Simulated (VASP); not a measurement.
Write the native input for VASP 6.6.1 that does the following.

- Task: single point
- Functional: PBEsol
- Potentials or basis: VASP PAW PBE potentials, release 64 (Na_pv, F)
- Cutoff: 520 eV
- k mesh: 8 × 8 × 8
- Occupations: fermi-dirac, width 0.02 eV
- Spin: no spin polarisation
- Dipole correction: no
- Further INCAR settings: ALGO = Normal; EDIFF = 1e-06; NBANDS = 14

The structure of NaF lies in POSCAR:

```
NaF
1.0
    0.0000000000      2.3147207644      2.3147207644
    2.3147207644      0.0000000000      2.3147207644
    2.3147207644      2.3147207644      0.0000000000
Na F
1 1
Direct
    0.0000000000      0.0000000000      0.0000000000
    0.5000000000      0.5000000000      0.5000000000
```

The input as run:

INCAR

```
ALGO = Normal
EDIFF = 1E-6
ENCUT = 520
GGA = PS
ISIF = 2
ISMEAR = -1
LASPH = True
LCHARG = False
LREAL = False
LWAVE = False
NBANDS = 14
NELM = 60
PREC = Accurate
SIGMA = 0.02
```

KPOINTS

```
k-points
0
Gamma
  8 8 8
```

Potentials or basis: VASP PAW PBE potentials, release 64 (Na_pv, F).

Launch:

```sh
$ cat potpaw_PBE.64/Na_pv/POTCAR potpaw_PBE.64/F/POTCAR > POTCAR
$ mpirun -np 1 vasp_std > vasp.out
```

It gave:

```yaml
Pressure: -0.1 GPa
Band_gap_on_the_k_mesh: 6.18 eV
```

Caveat: the PAW data sets were made with another functional, which shifts forces and pressure a little.

It took 13 s on 1 thread of AMD EPYC 7R13 (shared host), peak memory 0.1 GiB.
